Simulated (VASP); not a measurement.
Here is a VASP 6.6.1 calculation.

Contents of INCAR:

```
PREC = Accurate ; ENCUT = 600
EDIFF = 1E-7 ; ISMEAR = 0
SIGMA = 0.1 ; LREAL = False
LASPH = True ; NELM = 80
ALGO = Normal ; ISIF = 3
LWAVE = False ; LCHARG = False
GGA = PE ; IBRION = 2
NSW = 100 ; EDIFFG = -0.01
```

The input KPOINTS:

```
Automatic mesh
0
Gamma
  10 10 10
```

POSCAR

```
ZrB2
1.0
    0.0000000000      3.1424757561      3.1424757561
    3.1424757561      0.0000000000      3.1424757561
    3.1424757561      3.1424757561      0.0000000000
Zr B
2 4
Direct
    0.0000000000      0.0000000000      0.0000000000
    0.2500000000      0.2500000000      0.2500000000
    0.6250000000      0.6250000000      0.6250000000
    0.1250000000      0.6250000000      0.6250000000
    0.6250000000      0.6250000000      0.1250000000
    0.6250000000      0.1250000000      0.6250000000
```

Potentials or basis: VASP PAW PBE potentials, release 64 (Zr_sv, B).

Command:

```console
$ cat potpaw_PBE.64/Zr_sv/POTCAR potpaw_PBE.64/B/POTCAR > POTCAR
$ mpirun -np 1 vasp_std > vasp.out
```

Task: Predict the relaxed volume.

Result: 10.48 Å³/atom.

Task: What does it give for the space group after relaxing (to 0.1 Å)?

Result: Fd-3m (No. 227).

Final structure:
```yaml
crystal:
  lattice:
    - [0.00000, 3.15579, 3.15579]
    - [3.15579, 0.00000, 3.15579]
    - [3.15579, 3.15579, 0.00000]
  atoms:
    - { symbol: Zr, position: [0.00000, 0.00000, 0.00000] }
    - { symbol: Zr, position: [0.25000, 0.25000, 0.25000] }
    - { symbol: B, position: [0.62500, 0.62500, 0.62500] }
    - { symbol: B, position: [0.12500, 0.62500, 0.62500] }
    - { symbol: B, position: [0.62500, 0.62500, 0.12500] }
    - { symbol: B, position: [0.62500, 0.12500, 0.62500] }
```
